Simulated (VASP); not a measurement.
# YbGe2Pd3 (P4/mmm) in VASP: single point with PBE

Aim: the single point of YbGe2Pd3 with PBE.

Everything below comes from runs of VASP 6.6.1. Logs are shortened: lines on timing, memory, paths and dates and some standing lists are left out, and cuts for length are marked.

**1. The cell of the first run**

It takes space group P4/mmm (No. 123, tetragonal). Conventional cell: a = 5.077 Å, b = 5.077 Å, c = 5.226 Å, α = 90.00°, β = 90.00°, γ = 90.00°. Yb (site symmetry 4/mmm) has 2 Pd at 2.61 Å within 3.4 Å. Within 3.3 Å of Ge (site symmetry 4/mmm) lie 4 Pd at 2.54 Å and 2 Ge at 2.61 Å. Ge (site symmetry 4/mmm) has 2 Ge at 2.61 Å within 3.4 Å. Pd (site symmetry 4/mmm) has 4 Pd at 2.54 Å and 2 Yb at 2.61 Å within 3.3 Å. Pd (site symmetry mmm) has 2 Ge at 2.54 Å and 2 Pd at 2.54 Å within 3.3 Å.

**2. Single point, PBE**

File INCAR:

```
  ALGO = All
  EDIFF = 1E-6
  ENCUT = 690
  GGA = PE
  GGA_COMPAT = F
  ISEARCH = 1
  ISIF = 2
  ISMEAR = 0
  KPAR = 4
  LASPH = T
  LCHARG = F
  LMAXMIX = 6
  LREAL = F
  LWAVE = F
  NBANDS = 50
  NELM = 300
  PREC = Accurate
  SIGMA = 0.1
```

File KPOINTS:

```
k-points
0
Gamma
  8 8 8
```

File POSCAR:

```
YbGe2Pd3
1.0
    5.0766005828      0.0000000000      0.0000000000
    0.0000000000      5.0766005828      0.0000000000
    0.0000000000      0.0000000000      5.2259874877
Yb Ge Pd
1 2 3
Direct
    0.5000000000      0.5000000000      0.0000000000
    0.0000000000      0.0000000000      0.5000000000
    0.0000000000      0.0000000000      0.0000000000
    0.5000000000      0.5000000000      0.5000000000
    0.0000000000      0.5000000000      0.5000000000
    0.5000000000      0.0000000000      0.5000000000
```

Potentials or basis: VASP PAW PBE potentials, release 64 (Yb, Ge_d, Pd).

Run with:

```sh
$ cat potpaw_PBE.64/Yb/POTCAR potpaw_PBE.64/Ge_d/POTCAR potpaw_PBE.64/Pd/POTCAR > POTCAR
$ mpirun -np 4 vasp_std > vasp.out
```

OUTCAR:

```text
EDIFF = 1E-6
   ENCUT = 690
   GGA = PE
   ISIF = 2
   ISMEAR = 0
   LASPH = T
   LREAL = F
   NELM = 300
   PREC = Accurate

 ion  position               nearest neighbor table
   1  0.500  0.500  0.000-   4 2.61   4 2.61
   2  0.000  0.000  0.500-   5 2.54   6 2.54   5 2.54   6 2.54   3 2.61   3 2.61
   3  0.000  0.000  0.000-   2 2.61   2 2.61
   4  0.500  0.500  0.500-   5 2.54   6 2.54   6 2.54   5 2.54   1 2.61   1 2.61
   5  0.000  0.500  0.500-   2 2.54   4 2.54   2 2.54   4 2.54
   6  0.500  0.000  0.500-   2 2.54   4 2.54   4 2.54   2 2.54

  LATTYP: Found a simple tetragonal cell.
 ALAT       =     5.0766005828
 C/A-ratio  =     1.0294265626

  Lattice vectors:

 A1 = (   5.0766005828,   0.0000000000,   0.0000000000)
 A2 = (   0.0000000000,   5.0766005828,   0.0000000000)
 A3 = (   0.0000000000,   0.0000000000,   5.2259874877)

Analysis of symmetry for initial positions (statically):
=====================================================================
 Subroutine PRICEL returns:
 Original cell was already a primitive cell.

 Routine SETGRP: Setting up the symmetry group for a
 simple tetragonal supercell.

 Subroutine GETGRP returns: Found 16 space group operations
 (whereof 16 operations were pure point group operations)
 out of a pool of 16 trial point group operations.

The static configuration has the point symmetry D_4h.

Analysis of symmetry for dynamics (positions and initial velocities):
=====================================================================
 Subroutine PRICEL returns:
 Original cell was already a primitive cell.

 Routine SETGRP: Setting up the symmetry group for a
 simple tetragonal supercell.

 Subroutine GETGRP returns: Found 16 space group operations
 (whereof 16 operations were pure point group operations)
 out of a pool of 16 trial point group operations.

The dynamic configuration has the point symmetry D_4h.

 Subroutine INISYM returns: Found 16 space group operations
 (whereof 16 operations are pure point group operations),
 and found     1 'primitive' translations

----------------------------------------------------------------------------------------

                                     Primitive cell

  volume of cell :     134.6835

  direct lattice vectors                    reciprocal lattice vectors
     5.076600583  0.000000000  0.000000000     0.196982210  0.000000000  0.000000000
     0.000000000  5.076600583  0.000000000     0.000000000  0.196982210  0.000000000
     0.000000000  0.000000000  5.225987488     0.000000000  0.000000000  0.191351396

  length of vectors
     5.076600583  5.076600583  5.225987488     0.196982210  0.196982210  0.191351396

  position of ions in fractional coordinates (direct lattice)
     0.500000000  0.500000000  0.000000000
     0.000000000  0.000000000  0.500000000
     0.000000000  0.000000000  0.000000000
     0.500000000  0.500000000  0.500000000
     0.000000000  0.500000000  0.500000000
     0.500000000  0.000000000  0.500000000

  ion indices of the primitive-cell ions
   primitive index   ion index
                 1           1
                 2           2
                 3           3
                 4           4
                 5           5
                 6           6

----------------------------------------------------------------------------------------

 KPOINTS: k-points

Automatic generation of k-mesh.
 Grid dimensions read from file:
 generate k-points for:    8    8    8

 Generating k-lattice:

  Cartesian coordinates                     Fractional coordinates (reciprocal lattice)
     0.024622776  0.000000000  0.000000000     0.125000000  0.000000000  0.000000000
     0.000000000  0.024622776  0.000000000     0.000000000  0.125000000  0.000000000
     0.000000000  0.000000000  0.023918924     0.000000000  0.000000000  0.125000000

  Length of vectors
     0.024622776  0.024622776  0.023918924

  Shift w.r.t. Gamma in fractional coordinates (k-lattice)
     0.000000000  0.000000000  0.000000000

 Subroutine IBZKPT returns following result:
 ===========================================

 Found     75 irreducible k-points:

 Following reciprocal coordinates:
            Coordinates               Weight
  0.000000  0.000000  0.000000      1.000000
  0.125000  0.000000  0.000000      4.000000
  0.250000  0.000000  0.000000      4.000000
  0.375000  0.000000  0.000000      4.000000
  0.500000  0.000000  0.000000      2.000000
  0.125000  0.125000  0.000000      4.000000
[... 16 lines left out ...]
  0.375000  0.125000  0.125000     16.000000
  0.500000  0.125000  0.125000      8.000000
 [... further k-points ...]
   k-points           NKPTS =     75   k-points in BZ     NKDIM =     75   number of bands    NBANDS=     50
   number of dos      NEDOS =    301   number of ions     NIONS =      6
   total plane-waves  NPLWV = 110592
   dimension x,y,z NGX =    48 NGY =   48 NGZ =   48
   dimension x,y,z NGXF=    96 NGYF=   96 NGZF=   96
   ions per type =               1   2   3
   NGX,Y,Z   is equivalent  to a cutoff of  15.72, 15.72, 15.27 a.u.
   NGXF,Y,Z  is equivalent  to a cutoff of  31.44, 31.44, 30.54 a.u.
 SYSTEM =  unknown system
   PREC   = accura    normal or accurate (medium, high low for compatibility)
   ISTART =      0    job   : 0-new  1-cont  2-samecut
   ICHARG =      2    charge: 1-file 2-atom 10-const
   ISPIN  =      1    spin polarized calculation?
   LNONCOLLINEAR =      F non collinear calculations
   LSORBIT =      F    spin-orbit coupling
   LASPH  =      T    aspherical Exc in radial PAW
   ENCUT  =  690.0 eV  50.71 Ry    7.12 a.u.  10.87 10.87 11.19*2*pi/ulx,y,z
   NELM   =    300;   NELMIN=  2; NELMDL= -5     # of ELM steps
   EDIFF  = 0.1E-05   stopping-criterion for ELM
   LREAL  =      F    real-space projection
   EDIFFG = 0.1E-04   stopping-criterion for IOM
   NSW    =      0    number of steps for IOM
   IBRION =     -1    ionic relax: 0-MD 1-quasi-New 2-CG
   NFREE  =      0    steps in history (QN), initial steepest desc. (CG)
   ISIF   =      2    stress and relaxation
   ISYM   =      2    0-nonsym 1-usesym 2-fastsym
   POTIM  = 0.5000    time-step for ionic-motion
   TEBEG  =    0.0;   TEEND  =   0.0 temperature during run
   PSTRESS=    0.0 pullay stress
   NELECT =      82.0000    total number of electrons
   NUPDOWN=      -1.0000    fix difference up-down
   EMIN   =  10.00;   EMAX   =-10.00  energy-range for DOS
   EFERMI =   0.00;   METHOD = LEGACY
   ISMEAR =     0;   SIGMA  =   0.10  broadening in eV -4-tet -1-fermi 0-gaus
   EFERMI_NEDOS =   21; number of points for ismear=-14 and -15
   IALGO  =     58    algorithm
   IMIX   =      4    mixing-type and parameters
     AMIX     =   0.40;   BMIX     =  1.00
     AMIX_MAG =   1.60;   BMIX_MAG =  1.00
  volume/ion in A,a.u.               =      22.45       151.48
  Fermi-wavevector in a.u.,A,eV,Ry     =   1.387527  2.622045 26.194347  1.925230
  Thomas-Fermi vector in A             =   2.511739
   LORBIT       =      0    0 simple, 1 ext, 2 COOP (PROOUT), +10 PAW based schemes
   GGA     = PE    functional components
   LHFCALC =     F    Hartree Fock is set to
   AEXX    =    0.0000 exact exchange contribution
   IVDW    =     0    specifies the selected vdW correction
   LEPSILON=     F    determine dielectric tensor
   LRPA    =     F    only Hartree local field effects (RPA)
 non-spin polarized calculation
 Gauss-broadening in eV      SIGMA  =   0.10
  energy-cutoff  :      690.00
  volume of cell :      134.68
 maximum number of plane-waves:      5574
 NGX is ok and might be reduce to    48
   NGX = 21   NGY = 21   NGZ = 23

 number of electron      82.0000000 magnetization

 Free energy of the ion-electron system (eV)
  ---------------------------------------------------
  ext. energy  EPLUGINS =         0.00000000
  ---------------------------------------------------
  free energy    TOTEN  =       -28.27185716 eV

  energy without entropy =      -28.24110492  energy(sigma->0) =      -28.25648104

 E-fermi :   4.7429     XC(G=0): -10.6017

 val. band max:        4.7250422570   @ k =   0.5000   0.5000   0.3750
 cond. band min:       4.7408585671   @ k =   0.5000   0.3750   0.3750
 fundamental gap:      0.0158163101
 Fermi energy:         4.7428519634

 k-point     1 :       0.0000    0.0000    0.0000
  band No.  band energies     occupation
      1     -46.8240      2.00000
      2     -19.9305      2.00000
      3     -19.8371      2.00000
      4     -19.8371      2.00000
      5     -19.8355      2.00000
      6     -19.8297      2.00000
[... 42 lines left out ...]
     49       9.6544      0.00000
     50       9.7375      0.00000

 k-point     2 :       0.1250    0.0000    0.0000
  band No.  band energies     occupation
      1     -46.8240      2.00000
      2     -19.9305      2.00000
      3     -19.8371      2.00000
      4     -19.8371      2.00000
      5     -19.8357      2.00000
      6     -19.8297      2.00000
[... 42 lines left out ...]
     49       9.4554      0.00000
     50       9.6495      0.00000

 k-point     3 :       0.2500    0.0000    0.0000
  band No.  band energies     occupation
      1     -46.8240      2.00000
      2     -19.9305      2.00000
      3     -19.8371      2.00000
      4     -19.8371      2.00000
      5     -19.8363      2.00000
      6     -19.8297      2.00000
[... 42 lines left out ...]
     49       9.1714      0.00000
     50       9.8035      0.00000

 k-point     4 :       0.3750    0.0000    0.0000
  band No.  band energies     occupation
      1     -46.8240      2.00000
      2     -19.9305      2.00000
      3     -19.8371      2.00000
      4     -19.8371      2.00000
      5     -19.8369      2.00000
      6     -19.8296      2.00000
[... 999 lines left out ...]
 k-point    23 :       0.3750    0.1250    0.1250
  band No.  band energies     occupation
      1     -46.8237      2.00000
      2     -19.9213      2.00000
      3     -19.8367      2.00000
      4     -19.8354      2.00000
      5     -19.8354      2.00000
      6     -19.8296      2.00000
[... 42 lines left out ...]
     49       9.3721      0.00000
     50      10.1857      0.00000

 k-point    24 :       0.5000    0.1250    0.1250
  band No.  band energies     occupation
      1     -46.8237      2.00000
      2     -19.9213      2.00000
      3     -19.8369      2.00000
      4     -19.8354      2.00000
      5     -19.8354      2.00000
      6     -19.8295      2.00000
[... 42 lines left out ...]
     49       9.5125      0.00000
     50      10.3700      0.00000

 [... further k-points ...]

------------------------ aborting loop because EDIFF is reached ----------------------------------------

  FORCE on cell =-STRESS in cart. coord.  units (eV):
  Direction    XX          YY          ZZ          XY          YZ          ZX
  --------------------------------------------------------------------------------------
  -------------------------------------------------------------------------------------
  Total       -0.0649919     -0.0649919      0.1347152      0.0000000     -0.0000000      0.0000000
  in kB       -0.7731357     -0.7731357      1.6025542      0.0000000     -0.0000000      0.0000000
  external PRESSURE =       0.0187609 kB  Pullay stress =       0.0000000 kB

 VOLUME and BASIS-vectors are now :
 -----------------------------------------------------------------------------
  energy-cutoff  :      690.00
  volume of cell :      134.68
      direct lattice vectors                 reciprocal lattice vectors
     5.076600583  0.000000000  0.000000000     0.196982210  0.000000000  0.000000000
     0.000000000  5.076600583  0.000000000     0.000000000  0.196982210  0.000000000
     0.000000000  0.000000000  5.225987488     0.000000000  0.000000000  0.191351396

 POSITION                                       TOTAL-FORCE (eV/Angst)
 -----------------------------------------------------------------------------------
      2.53830      2.53830      0.00000         0.000000      0.000000      0.000000
      0.00000      0.00000      2.61299         0.000000      0.000000      0.000000
      0.00000      0.00000      0.00000         0.000000      0.000000      0.000000
      2.53830      2.53830      2.61299         0.000000      0.000000      0.000000
      0.00000      2.53830      2.61299         0.000000      0.000000      0.000000
      2.53830      0.00000      2.61299         0.000000      0.000000      0.000000
 -----------------------------------------------------------------------------------
    total drift:                                0.000000     -0.000000     -0.000000

  FREE ENERGIE OF THE ION-ELECTRON SYSTEM (eV)
  ---------------------------------------------------
  free  energy   TOTEN  =       -28.2718571556 eV

  energy  without entropy=      -28.2410893460  energy(sigma->0) =      -28.25647325
```

It took 21 min on 4 MPI ranks of Intel Xeon Platinum 8259CL at 2.50GHz (Skylake/Cascade Lake), shared host; peak memory 1.5 GiB.

What came out:

* Free energy: -28.2719 eV
* Pressure: 0.0 GPa
* Band gap on the k mesh: zero (bands 41 and 42 overlap by 0.57 eV)

Caveat: spin-orbit coupling is left out, which moves the levels of the heavy elements. Spin polarisation is off, so any magnetic state and its effect on volume and gap are missing.
